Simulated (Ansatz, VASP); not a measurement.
TePb in VASP and in Ansatz

```
CELL_PARAMETERS angstrom
0.00000 3.25211 3.25211
3.25211 0.00000 3.25211
3.25211 3.25211 0.00000
ATOMIC_POSITIONS crystal
Pb 0.00000 0.00000 0.00000
Te 0.50000 0.50000 0.50000
```

Alike in both runs: task single point; functional PBE; k mesh 6 × 6 × 6; no spin polarisation.

|  | VASP | Ansatz |
| --- | --- | --- |
| version | VASP 6.6.1 | Ansatz 0.2.0 |
| potentials or method | VASP PAW PBE potentials, release 64 (Pb_d, Te), cutoff 500 eV | scalar-relativistic, plane waves, PAW |
| occupations | gaussian, width 0.01 eV | fixed |
| valence electrons in the cell | 20 | 30 |

|  | VASP | Ansatz | Ansatz less VASP |
| --- | --- | --- | --- |
| gap on the k mesh at the Fermi level (eV) | 0.78 | 0.78 | +0.002 |
| least direct gap on the mesh (eV) | 0.78 | 0.78 | +0.002 |

VASP's potentials hold 20 valence electrons a cell and Ansatz's 30, so a difference there can come from the potentials and not from the codes.

Spin-orbit coupling is off throughout.
